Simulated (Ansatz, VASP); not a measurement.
## ScS4 in VASP and in Ansatz

File INCAR:

```
PREC = Accurate ; ENCUT = 600
EDIFF = 1E-6 ; ISMEAR = 0
SIGMA = 0.1 ; LREAL = False
LASPH = True ; NELM = 100
ALGO = Normal ; ISIF = 3
LWAVE = False ; LCHARG = False
GGA = PE ; IBRION = 2
NSW = 90 ; EDIFFG = -0.04
```

KPOINTS

```
regular mesh
0
Gamma
  6 6 4
```

POSCAR

```
ScS4
1.0
    5.2338585547      0.0000000000      0.0000000000
   -2.6169292774      4.5326544682      0.0000000000
    0.0000000000      0.0000000000      5.0270593601
Sc S
1 4
Direct
    0.0000000000      0.0000000000      0.0000000000
    0.5000000000      0.0000000000      0.0000000000
    0.0000000000      0.5000000000      0.0000000000
    0.5000000000      0.5000000000      0.0000000000
    0.0000000000      0.0000000000      0.5000000000
```

Input for Ansatz:

```yaml
crystal:
  lattice:
    - [5.2338585547, 0.0, 0.0]
    - [-2.6169292774, 4.5326544682, 0.0]
    - [0.0, 0.0, 5.0270593601]
  atoms:
    - { symbol: Sc, position: [0.0, 0.0, 0.0] }
    - { symbol: S, position: [0.5, 0.0, 0.0] }
    - { symbol: S, position: [0.0, 0.5, 0.0] }
    - { symbol: S, position: [0.5, 0.5, 0.0] }
    - { symbol: S, position: [0.0, 0.0, 0.5] }
basis:
  ecutwfc: 420
kpoints:
  mp_grid: { grid: [6, 6, 4] }
hamiltonian:
  xc: pbe
scf:
  occupations: { method: gaussian, width: 0.1 }
  lower_state_search: "off"
output:
  forces: true
  stress: true
  eigenvalues: true
relax:
  adjacent_minimum: "off"
  f_tol: 0.04
  max_steps: 70
  cell: { stress_tol: 0.4 }
```

Alike in both runs: task relaxation of cell and atoms; functional PBE; k mesh 6 × 6 × 4; occupations gaussian, width 0.1 eV; no spin polarisation.

|  | VASP | Ansatz |
| --- | --- | --- |
| version | VASP 6.6.1 | Ansatz 0.2.0 |
| potentials or method | VASP PAW PBE potentials, release 64 (Sc_sv, S), cutoff 600 eV | scalar-relativistic, plane waves, PAW |
| valence electrons in the cell | 35 | 35 |

VASP gave:

```
gap on the k mesh at the Fermi level, each at its own relaxed structure (eV) : none
relaxed volume (Å³/atom)                                                     : 23.93
relaxed length of the cell vector where the two differ most in proportion (Å)              : 5.261
```

Question: Which values does Ansatz return?

Answer: gap on the k mesh at the Fermi level, each at its own relaxed structure (eV): none; relaxed volume (Å³/atom): 23.79; relaxed length of the cell vector where the two differ most in proportion (Å): 5.249.

A gap of «none» marks a metal or a gap that the smearing closes.
